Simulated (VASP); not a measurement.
# Al2Pt (Fm-3m) in VASP: further runs

Runs on Al2Pt. Level: LDA. Tasks: single point.

Everything below comes from runs of VASP 6.6.1. Logs are shortened: lines on timing, memory, paths and dates and some standing lists are left out, and cuts for length are marked.

## (1) The cell of the first run

The structure is cubic, space group Fm-3m (No. 225). The conventional cell has a = 5.789 Å, b = 5.789 Å, c = 5.789 Å, α = 90.00°, β = 90.00°, γ = 90.00°. Within 3.3 Å of Al (site symmetry -43m) lie 4 Pt at 2.51 Å and 6 Al at 2.89 Å. Pt (site symmetry m-3m) has 8 Al at 2.51 Å within 3.3 Å.

## (2) Single point, LDA (volume scaled by 0.94)

File INCAR:

```
SYSTEM = Al2Pt
PREC = Accurate ; ENCUT = 520
EDIFF = 1E-7 ; ISMEAR = -1
SIGMA = 0.08 ; LREAL = .FALSE.
LASPH = .TRUE. ; NELM = 60
ALGO = Normal ; ISIF = 2
LWAVE = .FALSE. ; LCHARG = .FALSE.
NBANDS = 15
```

File KPOINTS:

```
Automatic mesh
0
G
  12 12 12
  0 0 0
```

File POSCAR:

```
Al2Pt
1.0
    0.0000000000      2.8946769512      2.8946769512
    2.8946769512      0.0000000000      2.8946769512
    2.8946769512      2.8946769512      0.0000000000
Al Pt
2 1
Direct
    0.2500000000      0.2500000000      0.2500000000
    0.7500000000      0.7500000000      0.7500000000
    0.0000000000      0.0000000000      0.0000000000
```

Potentials or basis: VASP PAW LDA potentials, release 64 (Al, Pt).

Started as:

```
$ cat potpaw_LDA.64/Al/POTCAR potpaw_LDA.64/Pt/POTCAR > POTCAR
$ mpirun -np 1 vasp_std > vasp.out
```

OUTCAR:

```text
SYSTEM = Al2Pt
   PREC = Accurate
   ENCUT = 520
   EDIFF = 1E-7
   ISMEAR = -1
   LREAL = .FALSE.
   LASPH = .TRUE.
   NELM = 60
   ISIF = 2

 ion  position               nearest neighbor table
   1  0.250  0.250  0.250-   3 2.51   3 2.51   3 2.51   3 2.51   2 2.89   2 2.89   2 2.89   2 2.89
                             2 2.89   2 2.89
   2  0.750  0.750  0.750-   3 2.51   3 2.51   3 2.51   3 2.51   1 2.89   1 2.89   1 2.89   1 2.89
                             1 2.89   1 2.89
   3  0.000  0.000  0.000-   2 2.51   2 2.51   2 2.51   1 2.51   1 2.51   1 2.51   2 2.51   1 2.51

  LATTYP: Found a face centered cubic cell.
 ALAT       =     5.7893539024

  Lattice vectors:

 A1 = (   0.0000000000,   2.8946769512,   2.8946769512)
 A2 = (   2.8946769512,   0.0000000000,   2.8946769512)
 A3 = (   2.8946769512,   2.8946769512,   0.0000000000)

Analysis of symmetry for initial positions (statically):
=====================================================================
 Subroutine PRICEL returns:
 Original cell was already a primitive cell.

 Routine SETGRP: Setting up the symmetry group for a
 face centered cubic supercell.

 Subroutine GETGRP returns: Found 48 space group operations
[... 9 lines left out ...]

 Routine SETGRP: Setting up the symmetry group for a
 face centered cubic supercell.

 Subroutine GETGRP returns: Found 48 space group operations
 (whereof 48 operations were pure point group operations)
 out of a pool of 48 trial point group operations.

The dynamic configuration has the point symmetry O_h .

 Subroutine INISYM returns: Found 48 space group operations
 (whereof 48 operations are pure point group operations),
 and found     1 'primitive' translations

----------------------------------------------------------------------------------------

                                     Primitive cell

  volume of cell :      48.5099

  direct lattice vectors                    reciprocal lattice vectors
     0.000000000  2.894676951  2.894676951    -0.172730846  0.172730846  0.172730846
     2.894676951  0.000000000  2.894676951     0.172730846 -0.172730846  0.172730846
     2.894676951  2.894676951  0.000000000     0.172730846  0.172730846 -0.172730846

  length of vectors
     4.093691403  4.093691403  4.093691403     0.299178602  0.299178602  0.299178602

  position of ions in fractional coordinates (direct lattice)
     0.250000000  0.250000000  0.250000000
     0.750000000  0.750000000  0.750000000
     0.000000000  0.000000000  0.000000000

  ion indices of the primitive-cell ions
   primitive index   ion index
                 1           1
                 2           2
                 3           3

[... 77 lines left out ...]
   ISIF   =      2    stress and relaxation
   ISYM   =      2    0-nonsym 1-usesym 2-fastsym
   POTIM  = 0.5000    time-step for ionic-motion
   TEBEG  =    0.0;   TEEND  =   0.0 temperature during run
   PSTRESS=    0.0 pullay stress
   NELECT =      16.0000    total number of electrons
   NUPDOWN=      -1.0000    fix difference up-down
   EMIN   =  10.00;   EMAX   =-10.00  energy-range for DOS
   EFERMI =   0.00;   METHOD = LEGACY
   ISMEAR =    -1;   SIGMA  =   0.08  broadening in eV -4-tet -1-fermi 0-gaus
   EFERMI_NEDOS =   21; number of points for ismear=-14 and -15
   IALGO  =     38    algorithm
   IMIX   =      4    mixing-type and parameters
     AMIX     =   0.40;   BMIX     =  1.00
     AMIX_MAG =   1.60;   BMIX_MAG =  1.00
  volume/ion in A,a.u.               =      16.17       109.12
  Fermi-wavevector in a.u.,A,eV,Ry     =   1.131110  2.137487 17.407418  1.279409
  Thomas-Fermi vector in A             =   2.267808
   LORBIT       =      0    0 simple, 1 ext, 2 COOP (PROOUT), +10 PAW based schemes
   GGA     = CA    functional components
   LHFCALC =     F    Hartree Fock is set to
   AEXX    =    0.0000 exact exchange contribution
   IVDW    =     0    specifies the selected vdW correction
   LEPSILON=     F    determine dielectric tensor
   LRPA    =     F    only Hartree local field effects (RPA)
 non-spin polarized calculation
  energy-cutoff  :      520.00
  volume of cell :       48.51
 maximum number of plane-waves:      1323
   NGX = 15   NGY = 15   NGZ = 15

 number of electron      15.9999999 magnetization

 Free energy of the ion-electron system (eV)
  ---------------------------------------------------
  ext. energy  EPLUGINS =         0.00000000
  ---------------------------------------------------
  free energy    TOTEN  =       -18.57878645 eV

  energy without entropy =      -18.55415810  energy(sigma->0) =      -18.56647227

 E-fermi :   8.4868     XC(G=0): -11.1586

 val. band max:        8.4657982261   @ k =   0.3333   0.2500   0.0000
 cond. band min:       8.5067624327   @ k =   0.2500   0.2500   0.0000
 fundamental gap:      0.0409642066
 Fermi energy:         8.4867901877

 k-point     1 :       0.0000    0.0000    0.0000
  band No.  band energies     occupation
      1      -2.1996      2.00000
      2       3.0475      2.00000
      3       3.0475      2.00000
      4       3.0475      2.00000
      5       4.4824      2.00000
      6       4.4824      2.00000
      7      11.7603      0.00000
      8      12.3354      0.00000
      9      12.3354      0.00000
     10      12.3354      0.00000
     11      14.2205      0.00000
     12      14.2205      0.00000
     13      14.2205      0.00000
     14      14.9708      0.00000
[... 401 lines left out ...]
      2       2.1359      2.00000
      3       3.2677      2.00000
      4       3.6039      2.00000
      5       4.2861      2.00000
      6       4.5932      2.00000
      7       5.0278      2.00000
      8       7.9747      1.99669
      9       9.1327      0.00062
     10      12.1005      0.00000
     11      14.3329      0.00000
     12      14.8225      0.00000
     13      15.6468      0.00000
     14      17.6687      0.00000
     15      17.8829      0.00000

 [... further k-points ...]
[... 5 lines left out ...]
  --------------------------------------------------------------------------------------
  -------------------------------------------------------------------------------------
  Total        1.7091345      1.7091345      1.7091345     -0.0000000     -0.0000000      0.0000000
  in kB       56.4490349     56.4490349     56.4490349     -0.0000000     -0.0000000      0.0000000
  external PRESSURE =      56.4490349 kB  Pullay stress =       0.0000000 kB

 VOLUME and BASIS-vectors are now :
 -----------------------------------------------------------------------------
  energy-cutoff  :      520.00
  volume of cell :       48.51
      direct lattice vectors                 reciprocal lattice vectors
     0.000000000  2.894676951  2.894676951    -0.172730846  0.172730846  0.172730846
     2.894676951  0.000000000  2.894676951     0.172730846 -0.172730846  0.172730846
     2.894676951  2.894676951  0.000000000     0.172730846  0.172730846 -0.172730846

 POSITION                                       TOTAL-FORCE (eV/Angst)
 -----------------------------------------------------------------------------------
      1.44734      1.44734      1.44734         0.000000      0.000000      0.000000
      4.34202      4.34202      4.34202        -0.000000     -0.000000     -0.000000
      0.00000      0.00000      0.00000        -0.000000      0.000000     -0.000000
 -----------------------------------------------------------------------------------
    total drift:                                0.000000     -0.000000     -0.000000

  FREE ENERGIE OF THE ION-ELECTRON SYSTEM (eV)
  ---------------------------------------------------
  free  energy   TOTEN  =       -18.5787864461 eV

  energy  without entropy=      -18.5541580955  energy(sigma->0) =      -18.56647227
```

OSZICAR:

```text
N       E                     dE             d eps       ncg     rms          rms(c)
DAV:   1     0.478994969981E+02    0.47899E+02   -0.66866E+03  2176   0.917E+02
DAV:   2    -0.177148051806E+02   -0.65614E+02   -0.57999E+02  2622   0.170E+02
DAV:   3    -0.192479910207E+02   -0.15332E+01   -0.15244E+01  2804   0.247E+01
DAV:   4    -0.192586903883E+02   -0.10699E-01   -0.10698E-01  2559   0.247E+00
DAV:   5    -0.192588395302E+02   -0.14914E-03   -0.14914E-03  2841   0.293E-01    0.958E+00
DAV:   6    -0.187204982301E+02    0.53834E+00   -0.18034E+00  2503   0.122E+01    0.249E+00
DAV:   7    -0.186207272435E+02    0.99771E-01   -0.12099E-01  2468   0.325E+00    0.179E+00
DAV:   8    -0.185790014777E+02    0.41726E-01   -0.33045E-02  2659   0.142E+00    0.264E-01
DAV:   9    -0.185787875027E+02    0.21397E-03   -0.13611E-03  2734   0.287E-01    0.164E-01
DAV:  10    -0.185787899495E+02   -0.24468E-05   -0.14873E-04  2728   0.100E-01    0.174E-02
DAV:  11    -0.185787864020E+02    0.35474E-05   -0.11826E-05  2706   0.327E-02    0.711E-03
DAV:  12    -0.185787864461E+02   -0.44116E-07   -0.57193E-07  2539   0.492E-03
   1 F= -.18578786E+02 E0= -.18566472E+02  d E =-.246284E-01
```

Run time: 24 s. Hardware: 1 thread of Intel Xeon Platinum 8559C (Emerald Rapids), shared host; peak memory 0.18 GiB.

Results:

```yaml
Free_energy: -18.5788 eV
Pressure: 5.6 GPa
Band_gap_on_the_k_mesh: zero (band 8 reaches 12.34 eV, above the bottom of band 9 at 6.75 eV)
```

Caveat: spin-orbit coupling is left out, which moves the levels of the heavy elements.

## (3) Single point, LDA (volume scaled by 0.98)

File INCAR:

```
PREC = Accurate
ENCUT = 520
EDIFF = 1E-6
ISMEAR = -1
SIGMA = 0.08
LREAL = False
LASPH = True
NELM = 100
ALGO = Normal
ISIF = 2
LWAVE = False
LCHARG = False
GGA = CA
NBANDS = 15
```

File KPOINTS:

```
regular mesh
0
Gamma
  12 12 12
```

File POSCAR:

```
Al2Pt
1.0
    0.0000000000      2.9351671877      2.9351671877
    2.9351671877      0.0000000000      2.9351671877
    2.9351671877      2.9351671877      0.0000000000
Al Pt
2 1
Direct
    0.2500000000      0.2500000000      0.2500000000
    0.7500000000      0.7500000000      0.7500000000
    0.0000000000      0.0000000000      0.0000000000
```

Potentials or basis: VASP PAW LDA potentials, release 64 (Al, Pt).

Started as:

```
$ cat potpaw_LDA.64/Al/POTCAR potpaw_LDA.64/Pt/POTCAR > POTCAR
$ mpirun -np 1 vasp_std > vasp.out
```

Wall time 22 s (1 thread of Intel Xeon Platinum 8559C (Emerald Rapids), shared host); peak memory 0.18 GiB.

It converged, with:

```
Free energy            : -18.6085 eV
Pressure               : -0.8 GPa
Band gap on the k mesh : zero (band 8 reaches 11.79 eV, above the bottom of band 9 at 6.32 eV)
```

Levels at points of the mesh, in eV from the Fermi level:
```tsv
k point	band 5	band 6	band 7	band 8	band 9	band 10	band 11	band 12
(0.00, 0.00, 0.00)	-3.82	-3.82	2.95	3.82	3.82	3.82	5.49	5.49
(0.50, 0.00, 0.00)	-3.82	-3.59	-3.59	1.00	1.00	3.72	5.22	5.22
(0.50, 0.50, 0.00)	-3.92	-3.52	-3.30	-1.65	-1.65	3.21	3.38	8.09
```

Caveat: spin-orbit coupling is left out, which moves the levels of the heavy elements.
